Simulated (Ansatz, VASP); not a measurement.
**Two plane-wave programs on Si**

```
Si
1.0
     0.00000    2.60174    2.60174
     2.60174    0.00000    2.60174
     2.60174    2.60174    0.00000
Si
2
Direct
  0.00000 0.00000 0.00000
  0.25000 0.25000 0.25000
```

Alike in both runs: task single point; functional PBE; k mesh 12 × 12 × 12; no spin polarisation.

|  | VASP | Ansatz |
| --- | --- | --- |
| version | VASP 6.6.1 | Ansatz 0.2.0 |
| potentials or method | VASP PAW PBE potentials, release 64 (Si), cutoff 500 eV | scalar-relativistic, plane waves, PAW |
| occupations | gaussian, width 0.01 eV | fixed |
| valence electrons in the cell | 8 | 8 |

Ansatz gave:

| Property | Result |
| --- | --- |
| gap on the k mesh at the Fermi level (eV) | 0.31 |
| least direct gap on the mesh (eV) | 2.60 |
| pressure (GPa) | 18.3 |

Problem. What did VASP give for the same quantities?

Solution. gap on the k mesh at the Fermi level (eV): 0.31; least direct gap on the mesh (eV): 2.61; pressure (GPa): 18.2.
